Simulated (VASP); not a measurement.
# Mg (I4/mmm) in VASP: a series of runs

Mg is run at these levels: PBE; tasks: electric field gradients.

Everything below comes from runs of VASP 6.6.1. Logs are shortened: lines on timing, memory, paths and dates and some standing lists are left out, and cuts for length are marked.

## Step 1: The cell of the first run

The structure is tetragonal, space group I4/mmm (No. 139). Conventional cell: a = 3.142 Å, b = 3.142 Å, c = 4.489 Å, α = 90.00°, β = 90.00°, γ = 90.00°. Mg (site symmetry 4/mmm) has 12 Mg at 3.14 to 3.16 Å within 4.1 Å.

## Step 2: Electric field gradients, PBE (equal xx and yy strain of -1 %)

Contents of INCAR:

```
SYSTEM = Mg
PREC = Accurate
ENCUT = 520
EDIFF = 1E-8
ISMEAR = -1
SIGMA = 0.03
LREAL = .False.
LASPH = .True.
NELM = 100
ALGO = Normal
ISIF = 2
LWAVE = .False.
LCHARG = .False.
GGA = PE
LEFG = .True.
NBANDS = 7
```

Contents of KPOINTS:

```
Automatic mesh
0
Gamma
  16 16 16
  0 0 0
```

Contents of POSCAR:

```
Mg
1.0
    0.0000000000      2.2218134400      2.2442560000
    2.2218134400      0.0000000000      2.2442560000
    2.2218134400      2.2218134400      0.0000000000
Mg
1
Direct
    0.0000000000      0.0000000000      0.0000000000
```

Potentials or basis: VASP PAW PBE potentials, release 64 (Mg).

Command:

```sh
> cat potpaw_PBE.64/Mg/POTCAR > POTCAR
> mpirun -np 1 vasp_std > vasp.out
```

OUTCAR:

```text
SYSTEM = Mg
   PREC = Accurate
   ENCUT = 520
   EDIFF = 1E-8
   ISMEAR = -1
   LREAL = .False.
   LASPH = .True.
   NELM = 100
   ISIF = 2
   GGA = PE

 ion  position               nearest neighbor table
   1  0.000  0.000  0.000-

  LATTYP: Found a body centered tetragonal cell.
 ALAT       =     3.1421186999
 C/A-ratio  =     1.4284985479

  Lattice vectors:

 A1 = (  -2.2218134400,   0.0000000000,   2.2442560000)
 A2 = (   2.2218134400,   0.0000000000,   2.2442560000)
 A3 = (   0.0000000000,   2.2218134400,  -2.2442560000)

Analysis of symmetry for initial positions (statically):
=====================================================================
 Subroutine PRICEL returns:
 Original cell was already a primitive cell.

 Routine SETGRP: Setting up the symmetry group for a
 body centered tetragonal supercell.

 Subroutine GETGRP returns: Found 16 space group operations
 (whereof 16 operations were pure point group operations)
 out of a pool of 16 trial point group operations.

The static configuration has the point symmetry D_4h.

Analysis of symmetry for dynamics (positions and initial velocities):
=====================================================================
 Subroutine PRICEL returns:
 Original cell was already a primitive cell.

 Routine SETGRP: Setting up the symmetry group for a
 body centered tetragonal supercell.

 Subroutine GETGRP returns: Found 16 space group operations
 (whereof 16 operations were pure point group operations)
 out of a pool of 16 trial point group operations.

The dynamic configuration has the point symmetry D_4h.

 Subroutine INISYM returns: Found 16 space group operations
 (whereof 16 operations are pure point group operations),
 and found     1 'primitive' translations

----------------------------------------------------------------------------------------

                                     Primitive cell

  volume of cell :      22.1573

  direct lattice vectors                    reciprocal lattice vectors
     0.000000000  2.221813440  2.244256000    -0.225041397  0.225041397  0.222790983
     2.221813440  0.000000000  2.244256000     0.225041397 -0.225041397  0.222790983
     2.221813440  2.221813440  0.000000000     0.225041397  0.225041397 -0.222790983

[... 117 lines left out ...]

 number of electron       2.0000000 magnetization

 Free energy of the ion-electron system (eV)
  ---------------------------------------------------
  ext. energy  EPLUGINS =         0.00000000
  ---------------------------------------------------
  free energy    TOTEN  =        -1.48838025 eV

  energy without entropy =       -1.48668005  energy(sigma->0) =       -1.48753015

 E-fermi :   2.7977     XC(G=0):  -8.6020

 val. band max:        2.7891389026   @ k =  -0.4375   0.1875   0.1250
 cond. band min:       2.8247354323   @ k =  -0.3750   0.1250   0.4375
 fundamental gap:      0.0355965297
 Fermi energy:         2.7976698146

 k-point     1 :       0.0000    0.0000    0.0000
  band No.  band energies     occupation
      1      -4.2655      2.00000
      2      15.3423      0.00000
      3      15.4161      0.00000
      4      15.4161      0.00000
      5      17.5057      0.00000
      6      17.5057      0.00000
      7      17.5278      0.00000
[... 221 lines left out ...]
 k-point    24 :      -0.0625    0.0625    0.0000
  band No.  band energies     occupation
      1      -4.0268      2.00000
      2      13.0377      0.00000
      3      13.8540      0.00000
      4      15.6481      0.00000
      5      17.6702      0.00000
      6      17.8233      0.00000
      7      18.4197      0.00000

 [... further k-points ...]

------------------------ aborting loop because EDIFF is reached ----------------------------------------

  FORCE on cell =-STRESS in cart. coord.  units (eV):
  Direction    XX          YY          ZZ          XY          YZ          ZX
  --------------------------------------------------------------------------------------
  -------------------------------------------------------------------------------------
  Total        0.2013542      0.2013542      0.2303782      0.0000000      0.0000000     -0.0000000
  in kB       14.5597458     14.5597458     16.6584450      0.0000000      0.0000000     -0.0000000
  external PRESSURE =      15.2593122 kB  Pullay stress =       0.0000000 kB

 VOLUME and BASIS-vectors are now :
 -----------------------------------------------------------------------------
  energy-cutoff  :      520.00
  volume of cell :       22.16
      direct lattice vectors                 reciprocal lattice vectors
     0.000000000  2.221813440  2.244256000    -0.225041397  0.225041397  0.222790983
     2.221813440  0.000000000  2.244256000     0.225041397 -0.225041397  0.222790983
     2.221813440  2.221813440  0.000000000     0.225041397  0.225041397 -0.222790983

 POSITION                                       TOTAL-FORCE (eV/Angst)
 -----------------------------------------------------------------------------------
      0.00000      0.00000      0.00000        -0.000000      0.000000      0.000000
 -----------------------------------------------------------------------------------
    total drift:                                0.000000      0.000000      0.000000

  FREE ENERGIE OF THE ION-ELECTRON SYSTEM (eV)
  ---------------------------------------------------
  free  energy   TOTEN  =        -1.4883802510 eV

  energy  without entropy=       -1.4866800451  energy(sigma->0) =       -1.48753015

 Electric field gradients (V/A^2)
---------------------------------------------------------------------
 ion       V_xx      V_yy      V_zz      V_xy      V_xz      V_yz
---------------------------------------------------------------------
   1       0.271     0.271    -0.543     0.000     0.000     0.000
---------------------------------------------------------------------

 Electric field gradients after diagonalization (V/A^2)
 (convention: |V_zz| > |V_xx| > |V_yy|)
----------------------------------------------------------------------
 ion       V_xx      V_yy      V_zz     asymmetry (V_yy - V_xx)/ V_zz
----------------------------------------------------------------------
   1       0.271     0.271    -0.543       0.000
----------------------------------------------------------------------

           NMR quadrupolar parameters

 Cq : quadrupolar parameter    Cq=e*Q*V_zz/h
 eta: asymmetry parameters     (V_yy - V_xx)/ V_zz
 Q  : nuclear electric quadrupole moment in mb (millibarn)
----------------------------------------------------------------------
 ion       Cq(MHz)       eta       Q (mb)
----------------------------------------------------------------------
   1      -0.001       0.000       1.000
----------------------------------------------------------------------
```

OSZICAR:

```text
N       E                     dE             d eps       ncg     rms          rms(c)
DAV:   1    -0.773669929849E+00   -0.77367E+00   -0.80356E+02  5250   0.196E+02
DAV:   2    -0.149304524648E+01   -0.71938E+00   -0.69655E+00  6363   0.116E+01
DAV:   3    -0.149574453295E+01   -0.26993E-02   -0.26988E-02  6538   0.805E-01
DAV:   4    -0.149574837415E+01   -0.38412E-05   -0.38410E-05  7133   0.224E-02
DAV:   5    -0.149574837994E+01   -0.57924E-08   -0.61262E-08  6699   0.565E-04    0.649E-01
DAV:   6    -0.149219006245E+01    0.35583E-02   -0.37604E-04  6111   0.118E-01    0.414E-01
DAV:   7    -0.148837537174E+01    0.38147E-02   -0.15334E-03  5894   0.205E-01    0.234E-02
DAV:   8    -0.148838063747E+01   -0.52657E-05   -0.84742E-06  7420   0.168E-02    0.494E-03
DAV:   9    -0.148838041073E+01    0.22674E-06   -0.57043E-07  6363   0.307E-03    0.570E-04
DAV:  10    -0.148838025816E+01    0.15258E-06   -0.46321E-09  7329   0.346E-04    0.475E-05
DAV:  11    -0.148838024686E+01    0.11295E-07   -0.39491E-11  3899   0.416E-05    0.285E-05
DAV:  12    -0.148838025101E+01   -0.41518E-08   -0.35683E-12  3255   0.127E-05
   1 F= -.14883803E+01 E0= -.14875301E+01  d E =-.170021E-02
```

Wall time 59 s (1 thread of Intel Xeon 8259CL, shared host); peak memory 0.18 GiB.

What came out:

* Free energy: -1.4884 eV
* Pressure: 1.5 GPa
* Band gap on the k mesh: zero (band 1 reaches 4.30 eV, above the bottom of band 2 at 1.53 eV)

Stress tensor (GPa, compression positive):
```
1.46 0.00 0.00
0.00 1.46 0.00
0.00 0.00 1.67
```

Levels at points of the mesh, in eV from the Fermi level:
| k point | band 1 | band 2 | band 3 | band 4 | band 5 | band 6 |
| --- | --- | --- | --- | --- | --- | --- |
| (0.00, 0.00, 0.00) | -7.06 | 12.54 | 12.62 | 12.62 | 14.71 | 14.71 |
| (0.50, 0.00, 0.00) | -1.75 | -1.27 | 11.37 | 11.57 | 12.34 | 12.56 |
| (0.50, 0.50, 0.00) | -0.31 | 0.73 | 6.24 | 7.25 | 7.25 | 10.23 |
| (0.50, 0.00, 0.50) | -0.18 | 0.88 | 6.14 | 7.08 | 7.11 | 10.10 |

Electric field gradients, principal values (V/Å²):
| atom | least | middle | greatest (by size) |
| --- | --- | --- | --- |
| 1 Mg | 0.271 | 0.271 | -0.543 |

Caveat: the cell differs from its parent crystal (equal xx and yy strain of -1 %); without QUAD_EFG the Cq values of the log hold for a quadrupole moment of 1 mb, not for the nuclei.

## Step 3: Electric field gradients, PBE (zz strain of +1 %)

Contents of INCAR:

```
ALGO = Normal
EDIFF = 1E-8
ENCUT = 520
GGA = PE
ISIF = 2
ISMEAR = -1
LASPH = True
LCHARG = False
LEFG = True
LREAL = False
LWAVE = False
NBANDS = 7
NELM = 100
PREC = Accurate
SIGMA = 0.03
```

Contents of KPOINTS:

```
k-points
0
Gamma
  16 16 16
```

Contents of POSCAR:

```
Mg
1.0
    0.0000000000      2.2442560000      2.2666985600
    2.2442560000      0.0000000000      2.2666985600
    2.2442560000      2.2442560000      0.0000000000
Mg
1
Direct
    0.0000000000      0.0000000000      0.0000000000
```

Potentials or basis: VASP PAW PBE potentials, release 64 (Mg).

Command:

```sh
> cat potpaw_PBE.64/Mg/POTCAR > POTCAR
> mpirun -np 1 vasp_std > vasp.out
```

OUTCAR:

```text
EDIFF = 1E-8
   ENCUT = 520
   GGA = PE
   ISIF = 2
   ISMEAR = -1
   LASPH = True
   LREAL = False
   NELM = 100
   PREC = Accurate

 ion  position               nearest neighbor table
   1  0.000  0.000  0.000-

  LATTYP: Found a body centered tetragonal cell.
 ALAT       =     3.1738572726
 C/A-ratio  =     1.4283556980

  Lattice vectors:

 A1 = (  -2.2442560000,   0.0000000000,   2.2666985600)
 A2 = (   2.2442560000,   0.0000000000,   2.2666985600)
 A3 = (   0.0000000000,   2.2442560000,  -2.2666985600)

Analysis of symmetry for initial positions (statically):
=====================================================================
 Subroutine PRICEL returns:
 Original cell was already a primitive cell.

 Routine SETGRP: Setting up the symmetry group for a
 body centered tetragonal supercell.

 Subroutine GETGRP returns: Found 16 space group operations
 (whereof 16 operations were pure point group operations)
 out of a pool of 16 trial point group operations.

The static configuration has the point symmetry D_4h.

Analysis of symmetry for dynamics (positions and initial velocities):
=====================================================================
 Subroutine PRICEL returns:
 Original cell was already a primitive cell.

 Routine SETGRP: Setting up the symmetry group for a
 body centered tetragonal supercell.

 Subroutine GETGRP returns: Found 16 space group operations
 (whereof 16 operations were pure point group operations)
 out of a pool of 16 trial point group operations.

The dynamic configuration has the point symmetry D_4h.

 Subroutine INISYM returns: Found 16 space group operations
 (whereof 16 operations are pure point group operations),
 and found     1 'primitive' translations

----------------------------------------------------------------------------------------

                                     Primitive cell

  volume of cell :      22.8333

  direct lattice vectors                    reciprocal lattice vectors
     0.000000000  2.244256000  2.266698560    -0.222790983  0.222790983  0.220585132
     2.244256000  0.000000000  2.266698560     0.222790983 -0.222790983  0.220585132
     2.244256000  2.244256000  0.000000000     0.222790983  0.222790983 -0.220585132

  length of vectors
     3.189766035  3.189766035  3.173857273     0.384615970  0.384615970  0.384615970

  position of ions in fractional coordinates (direct lattice)
     0.000000000  0.000000000  0.000000000

  ion indices of the primitive-cell ions
   primitive index   ion index
                 1           1

----------------------------------------------------------------------------------------

 KPOINTS: k-points

Automatic generation of k-mesh.
 Grid dimensions read from file:
 generate k-points for:   16   16   16

 Generating k-lattice:

[... 58 lines left out ...]
   LASPH  =      T    aspherical Exc in radial PAW
   ENCUT  =  520.0 eV  38.22 Ry    6.18 a.u.   5.93  5.93  5.90*2*pi/ulx,y,z
   NELM   =    100;   NELMIN=  2; NELMDL= -5     # of ELM steps
   EDIFF  = 0.1E-07   stopping-criterion for ELM
   LREAL  =      F    real-space projection
   EDIFFG = 0.1E-06   stopping-criterion for IOM
   NSW    =      0    number of steps for IOM
   IBRION =     -1    ionic relax: 0-MD 1-quasi-New 2-CG
   NFREE  =      0    steps in history (QN), initial steepest desc. (CG)
   ISIF   =      2    stress and relaxation
   ISYM   =      2    0-nonsym 1-usesym 2-fastsym
   POTIM  = 0.5000    time-step for ionic-motion
   TEBEG  =    0.0;   TEEND  =   0.0 temperature during run
   PSTRESS=    0.0 pullay stress
   NELECT =       2.0000    total number of electrons
   NUPDOWN=      -1.0000    fix difference up-down
   EMIN   =  10.00;   EMAX   =-10.00  energy-range for DOS
   EFERMI =   0.00;   METHOD = LEGACY
   ISMEAR =    -1;   SIGMA  =   0.03  broadening in eV -4-tet -1-fermi 0-gaus
   EFERMI_NEDOS =   21; number of points for ismear=-14 and -15
   IALGO  =     38    algorithm
   IMIX   =      4    mixing-type and parameters
     AMIX     =   0.40;   BMIX     =  1.00
     AMIX_MAG =   1.60;   BMIX_MAG =  1.00
  volume/ion in A,a.u.               =      22.83       154.09
  Fermi-wavevector in a.u.,A,eV,Ry     =   0.727046  1.373918  7.191987  0.528596
  Thomas-Fermi vector in A             =   1.818172
   LORBIT       =      0    0 simple, 1 ext, 2 COOP (PROOUT), +10 PAW based schemes
   GGA     = PE    functional components
[... 5 lines left out ...]
 non-spin polarized calculation
  energy-cutoff  :      520.00
  volume of cell :       22.83
 maximum number of plane-waves:       636
   NGX = 11   NGY = 11   NGZ = 11

 number of electron       2.0000000 magnetization

 Free energy of the ion-electron system (eV)
  ---------------------------------------------------
  ext. energy  EPLUGINS =         0.00000000
  ---------------------------------------------------
  free energy    TOTEN  =        -1.49226375 eV

  energy without entropy =       -1.49063794  energy(sigma->0) =       -1.49145085

 E-fermi :   2.6386     XC(G=0):  -8.5084

 val. band max:        2.6329875540   @ k =  -0.3125   0.3750   0.2500
 cond. band min:       2.6701434034   @ k =  -0.3750   0.1250   0.4375
 fundamental gap:      0.0371558494
 Fermi energy:         2.6385670265

 k-point     1 :       0.0000    0.0000    0.0000
  band No.  band energies     occupation
      1      -4.2940      2.00000
      2      14.9959      0.00000
      3      15.0679      0.00000
      4      15.0679      0.00000
      5      16.9963      0.00000
      6      16.9963      0.00000
      7      17.0187      0.00000
[... 221 lines left out ...]
 k-point    24 :      -0.0625    0.0625    0.0000
  band No.  band energies     occupation
      1      -4.0601      2.00000
      2      12.7162      0.00000
      3      13.4902      0.00000
      4      15.2953      0.00000
      5      17.1640      0.00000
      6      17.3611      0.00000
      7      17.9499      0.00000

 [... further k-points ...]

------------------------ aborting loop because EDIFF is reached ----------------------------------------

  FORCE on cell =-STRESS in cart. coord.  units (eV):
  Direction    XX          YY          ZZ          XY          YZ          ZX
  --------------------------------------------------------------------------------------
  -------------------------------------------------------------------------------------
  Total        0.0404521      0.0404521      0.0650852      0.0000000     -0.0000000     -0.0000000
  in kB        2.8384653      2.8384653      4.5669280      0.0000000     -0.0000000     -0.0000000
  external PRESSURE =       3.4146195 kB  Pullay stress =       0.0000000 kB

 VOLUME and BASIS-vectors are now :
 -----------------------------------------------------------------------------
  energy-cutoff  :      520.00
  volume of cell :       22.83
      direct lattice vectors                 reciprocal lattice vectors
     0.000000000  2.244256000  2.266698560    -0.222790983  0.222790983  0.220585132
     2.244256000  0.000000000  2.266698560     0.222790983 -0.222790983  0.220585132
     2.244256000  2.244256000  0.000000000     0.222790983  0.222790983 -0.220585132

 POSITION                                       TOTAL-FORCE (eV/Angst)
 -----------------------------------------------------------------------------------
      0.00000      0.00000      0.00000         0.000000      0.000000     -0.000000
 -----------------------------------------------------------------------------------
    total drift:                               -0.000000      0.000000      0.000000

  FREE ENERGIE OF THE ION-ELECTRON SYSTEM (eV)
  ---------------------------------------------------
  free  energy   TOTEN  =        -1.4922637513 eV

  energy  without entropy=       -1.4906379432  energy(sigma->0) =       -1.49145085

 Electric field gradients (V/A^2)
---------------------------------------------------------------------
 ion       V_xx      V_yy      V_zz      V_xy      V_xz      V_yz
---------------------------------------------------------------------
   1       0.250     0.250    -0.499    -0.000    -0.000    -0.000
---------------------------------------------------------------------

 Electric field gradients after diagonalization (V/A^2)
 (convention: |V_zz| > |V_xx| > |V_yy|)
----------------------------------------------------------------------
 ion       V_xx      V_yy      V_zz     asymmetry (V_yy - V_xx)/ V_zz
----------------------------------------------------------------------
   1       0.250     0.250    -0.499       0.000
----------------------------------------------------------------------

           NMR quadrupolar parameters

 Cq : quadrupolar parameter    Cq=e*Q*V_zz/h
 eta: asymmetry parameters     (V_yy - V_xx)/ V_zz
 Q  : nuclear electric quadrupole moment in mb (millibarn)
----------------------------------------------------------------------
 ion       Cq(MHz)       eta       Q (mb)
----------------------------------------------------------------------
   1      -0.001       0.000       1.000
----------------------------------------------------------------------
```

It took 51 s on 1 thread of Intel Xeon 8259CL, shared host; peak memory 0.18 GiB.

What came out:

| Quantity | Value |
| --- | --- |
| Free energy | -1.4923 eV |
| Pressure | 0.3 GPa |
| Band gap on the k mesh | zero (band 1 reaches 4.12 eV, above the bottom of band 2 at 1.37 eV) |

Stress tensor (GPa, compression positive):
```
0.28 0.00 0.00
0.00 0.28 0.00
0.00 0.00 0.46
```

Electric field gradients, principal values (V/Å²):
| atom | least | middle | greatest (by size) |
| --- | --- | --- | --- |
| 1 Mg | 0.250 | 0.250 | -0.499 |

Caveat: the cell differs from its parent crystal (zz strain of +1 %); without QUAD_EFG the Cq values of the log hold for a quadrupole moment of 1 mb, not for the nuclei.
